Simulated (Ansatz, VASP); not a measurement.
Sb2Mo: VASP beside Ansatz

```
CELL_PARAMETERS angstrom
5.11233 0.00000 0.00000
-2.55616 4.42741 0.00000
0.00000 0.00000 2.90280
ATOMIC_POSITIONS crystal
Sb 0.33333 0.66667 0.50000
Sb 0.66667 0.33333 0.50000
Mo 0.00000 0.00000 0.00000
```

Alike in both runs: functional r2SCAN; k mesh 6 × 6 × 6; occupations gaussian, width 0.1 eV; no spin polarisation.

Ansatz relaxed the structure, and its values are those at the end. VASP's run is a single point on that final structure, the one shown.

```csv
,VASP,Ansatz
version,VASP 6.6.1,Ansatz 0.2.0
potentials or method,"VASP PAW PBE potentials, release 64 (Sb, Mo_sv), cutoff 520 eV","scalar-relativistic, plane waves, PAW"
valence electrons in the cell,24,44
```

Ansatz gave:

| Property | Result |
| --- | --- |
| gap on the k mesh at the Fermi level (eV) | none |
| pressure (GPa) | -0.1 |

Question: What did VASP give for the same quantities?

Answer: gap on the k mesh at the Fermi level (eV): none; pressure (GPa): 0.1.

VASP's potentials were made for PBE, not for r2SCAN. A gap of «none» marks a metal or a gap that the smearing closes. The functional is the same, so the differences come from potentials, cutoffs and numerics. VASP's potentials hold 24 valence electrons a cell and Ansatz's 44, so a difference there can come from the potentials and not from the codes.

The k mesh is coarse, so the values compare programs but aren't converged. Spin-orbit coupling is off throughout.
